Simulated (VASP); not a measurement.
Runs of VASP 6.6.1 on HfO2. The structure is that of space group Fm-3m (No. 225), or close to it. The cells are those of the table. 

```tsv
task	cell	gap on the mesh (eV)	pressure (GPa)
single point	a = 3.664 Å, angles 60.0°, 3 atoms	(a)	-14.1
relaxation of the atoms	atoms relaxed from a = 3.599, b = 3.599, c = 3.617 Å, angles 59.8, 59.8, 60.3°, 3 atoms	3.68	-3.7
relaxation of the atoms	atoms relaxed from a = 3.635, b = 3.635, c = 3.617 Å, angles 60.2, 60.2, 59.7°, 3 atoms	3.66	-8.2
single point	a = 3.599, b = 3.599, c = 3.617 Å, angles 59.8, 59.8, 60.3°, 3 atoms	3.68	-3.7
single point	a = 3.635, b = 3.635, c = 3.617 Å, angles 60.2, 60.2, 59.7°, 3 atoms	3.66	-8.2
single point	a = 3.688 Å, angles 60.0°, 3 atoms	3.57	-17.6
single point	a = 3.563, b = 3.563, c = 3.617 Å, angles 59.5, 59.5, 61.0°, 3 atoms	3.49	1.4
relaxation of the atoms	atoms relaxed from a = 3.563, b = 3.563, c = 3.617 Å, angles 59.5, 59.5, 61.0°, 3 atoms	3.49	1.4
```

Alike in all rows: level PBE; potentials or basis VASP PAW PBE potentials, release 64 (Hf_pv, O); no spin polarisation; k mesh 10 × 10 × 10; cutoff (eV) 520; smearing fermi-dirac 0.02 eV.

Task: Fill in the values left out.

Result: (a) 3.62.

Caveats: spin-orbit coupling is left out, which moves the levels of the heavy elements; the relaxation stopped at its first step, so nothing moved (some runs).

A k mesh can miss the band edges, and the runs leave out spin-orbit coupling on Hf.
